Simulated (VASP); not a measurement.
Write the native input for VASP 6.6.1 that does the following.

| Quantity | Value |
| --- | --- |
| Task | single point |
| Functional | PBE |
| Potentials or basis | VASP PAW PBE potentials, release 64 (Te, Sn_d) |
| Cutoff | 520 eV |
| k mesh | 7 × 7 × 7 |
| Occupations | gaussian, width 0.05 eV |
| Spin | no spin polarisation |
| Dipole correction | no |
| Further INCAR settings | ALGO = Normal; EDIFF = 1e-06; NBANDS = 24 |

The structure of SnTe3 lies in POSCAR:

```
SnTe3
1.0
    0.0000000000      3.8612190000      3.8612190000
    3.8612190000      0.0000000000      3.8612190000
    3.8612190000      3.8612190000      0.0000000000
Te Sn
3 1
Direct
    0.5000000000      0.5000000000      0.5000000000
    0.7500000000      0.7500000000      0.7500000000
    0.2500000000      0.2500000000      0.2500000000
    0.0000000000      0.0000000000      0.0000000000
```

One way to write it, as run:

INCAR

```
ALGO = Normal ; EDIFF = 1E-6
ENCUT = 520 ; GGA = PE
ISIF = 2 ; ISMEAR = 0
LASPH = T ; LCHARG = T
LELF = T ; LREAL = F
LVHAR = T ; LWAVE = F
NBANDS = 24 ; NELM = 100
PREC = Accurate ; SIGMA = 0.05
```

KPOINTS

```
k-points
0
Gamma
  7 7 7
```

Potentials or basis: VASP PAW PBE potentials, release 64 (Te, Sn_d).

Launch:

```bash
$ cat potpaw_PBE.64/Te/POTCAR potpaw_PBE.64/Sn_d/POTCAR > POTCAR
$ mpirun -np 1 vasp_std > vasp.out
```

Results of the run:

The pressure is 0.1 GPa.

Run time: 26 s on 1 thread of Intel(R) Xeon(R) 6975P-C (Granite Rapids) (shared host), peak memory 0.27 GiB.
